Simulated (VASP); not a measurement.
Wanted: the native input for a VASP 6.6.1 run.

| Property | Result |
| --- | --- |
| Task | relaxation of cell and atoms |
| Functional | PBEsol |
| Potentials or basis | VASP PAW PBE potentials, release 64 (C) |
| Cutoff | 600 eV |
| k mesh | 14 × 14 × 14 |
| Occupations | gaussian, width 0.02 eV |
| Spin | no spin polarisation |
| Dipole correction | no |
| Further INCAR settings | ALGO = Normal; EDIFF = 1e-06; IBRION = 2; EDIFFG = -0.005; NSW = 100; ISIF = 3 |

The structure of C lies in POSCAR:

```
C
1.0
    0.0000000000      2.1270000000      3.3480000000
    1.2280000000      0.0000000000      3.3480000000
    1.2280000000      2.1270000000      0.0000000000
C
2
Direct
    0.1666700000      0.8333300000      0.1666700000
    0.8333300000      0.1666700000      0.8333300000
```

These files were run (other wordings do the same):

INCAR

```
ALGO = Normal ; EDIFF = 1E-6
EDIFFG = -0.005 ; ENCUT = 600
GGA = PS ; IBRION = 2
ISIF = 3 ; ISMEAR = 0
LASPH = True ; LCHARG = False
LREAL = False ; LWAVE = False
NELM = 100 ; NSW = 100
PREC = Accurate ; SIGMA = 0.02
```

KPOINTS

```
k-points
0
Gamma
  14 14 14
```

Potentials or basis: VASP PAW PBE potentials, release 64 (C).

The run is started by

```console
$ cat potpaw_PBE.64/C/POTCAR > POTCAR
$ mpirun -np 1 vasp_std > vasp.out
```

Results of the run:

```yaml
Relaxed_volume: 9.50 Å³/atom
Relaxed_cell: a = 4.206 Å, b = 3.830 Å, c = 2.460 Å, α = 80.76°, β = 63.98°, γ = 35.26°
Space_group_after_relaxing_to_0.05_Å: Fmmm (No. 69)
Energy_gained_by_relaxing: 3.0 meV/atom
Ionic_steps: 19
Pressure_after_relaxing: 0.0 GPa
Band_gap_on_the_k_mesh: 0.65 eV, indirect (least direct gap 0.76 eV)
```

Caveat: the PAW data sets were made with another functional, which shifts forces and pressure a little.

It took 11 min on 1 thread of Intel(R) Xeon(R) Platinum 8259CL CPU @ 2.50GHz (Skylake/Cascade Lake) (shared host), peak memory 0.19 GiB.
